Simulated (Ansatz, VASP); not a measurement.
ScAl4As: VASP beside Ansatz

```
Sc Al As
1.0
     4.99337    0.00000    0.00000
     0.00000    4.99337    0.00000
     0.00000    0.00000    4.48371
Sc Al As
1 4 1
Direct
  0.00000 0.00000 0.50000
  0.77733 0.50000 0.50000
  0.22267 0.50000 0.50000
  0.50000 0.77733 0.50000
  0.50000 0.22267 0.50000
  0.50000 0.50000 0.00000
```

Alike in both runs: task single point; functional PBE; k mesh 4 × 4 × 4; occupations gaussian, width 0.1 eV; no spin polarisation.

|  | VASP | Ansatz |
| --- | --- | --- |
| version | VASP 6.6.1 | Ansatz 0.2.0 |
| potentials or method | VASP PAW PBE potentials, release 64 (Sc_sv, Al, As), cutoff 520 eV | scalar-relativistic, plane waves, PAW |
| valence electrons in the cell | 28 | 38 |

VASP gave:

| Property | Result |
| --- | --- |
| gap on the k mesh at the Fermi level (eV) | none |
| rms of the force components (eV/Å) | 4.212 |

Question: What did Ansatz give for the same quantities?

Answer: gap on the k mesh at the Fermi level (eV): none; rms of the force components (eV/Å): 4.211.

Atom by atom the forces differ by 0.001 eV/Å (rms over components). A gap of «none» marks a metal or a gap that the smearing closes. VASP's potentials hold 28 valence electrons a cell and Ansatz's 38, so a difference there can come from the potentials and not from the codes.
